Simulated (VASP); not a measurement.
Write the native input for VASP 6.6.1 that does the following.

```
Task                   : single point
Functional             : PBEsol
Potentials or basis    : VASP PAW PBE potentials, release 64 (K_sv, Ca_sv, In_d, W_sv, O)
Cutoff                 : 520 eV
k mesh                 : 6 × 6 × 6
Occupations            : gaussian, width 0.05 eV
Spin                   : no spin polarisation
Dipole correction      : no
Further INCAR settings : ALGO = Normal; EDIFF = 1e-06; NBANDS = 52
```

The structure of KCaInWO6 lies in POSCAR:

```
KCaInWO6
1.0
    0.0008641440      4.0211400024      3.9723940144
    4.0211400024      0.0008641440      3.9723940144
    3.9907900390      3.9907900390      0.0312141073
K Ca In W O
1 1 1 1 6
Direct
    0.7512849221      0.7512849221      0.7517760841
    0.2508116094      0.2508116094      0.2259650890
    0.0037746809      0.0037746809     -0.0065470664
    0.5014959946      0.5014959946      0.4992000276
    0.7955270955      0.2892368431      0.2409858404
    0.2302734481      0.6756752980      0.7982542425
    0.7347254069      0.7347254069      0.3233716297
    0.2671947014      0.2671947014      0.6277540702
    0.2892368431      0.7955270955      0.2409858404
    0.6756752980      0.2302734481      0.7982542425
```

This cell differs from its parent crystal: atoms displaced along a vibrational mode, then relaxed in part.

The input as run:

INCAR

```
SYSTEM = KCaInWO6
ALGO = Normal
EDIFF = 1E-6
ENCUT = 520
GGA = PS
ISIF = 2
ISMEAR = 0
LASPH = .True.
LCHARG = .True.
LELF = .True.
LREAL = .False.
LVHAR = .True.
LWAVE = .False.
NBANDS = 52
NELM = 80
PREC = Accurate
SIGMA = 0.05
```

KPOINTS

```
k-points
0
Gamma
  6 6 6
  0 0 0
```

Potentials or basis: VASP PAW PBE potentials, release 64 (K_sv, Ca_sv, In_d, W_sv, O).

The run is started by

```bash
$ cat potpaw_PBE.64/K_sv/POTCAR potpaw_PBE.64/Ca_sv/POTCAR potpaw_PBE.64/In_d/POTCAR potpaw_PBE.64/W_sv/POTCAR potpaw_PBE.64/O/POTCAR > POTCAR
$ mpirun -np 1 vasp_std > vasp.out
```

It gave:

The pressure is 1.1 GPa, the largest force is 0.199 eV/Å and the band gap on the k mesh is 3.01 eV.

Caveat: the cell differs from its parent crystal (atoms displaced along a vibrational mode, then relaxed in part); the PAW data sets were made with another functional, which shifts forces and pressure a little; spin-orbit coupling is left out, which moves the levels of the heavy elements.

Wall time 15 min on 1 thread of Intel Xeon 8259CL, with other jobs on the host, peak memory 0.58 GiB.
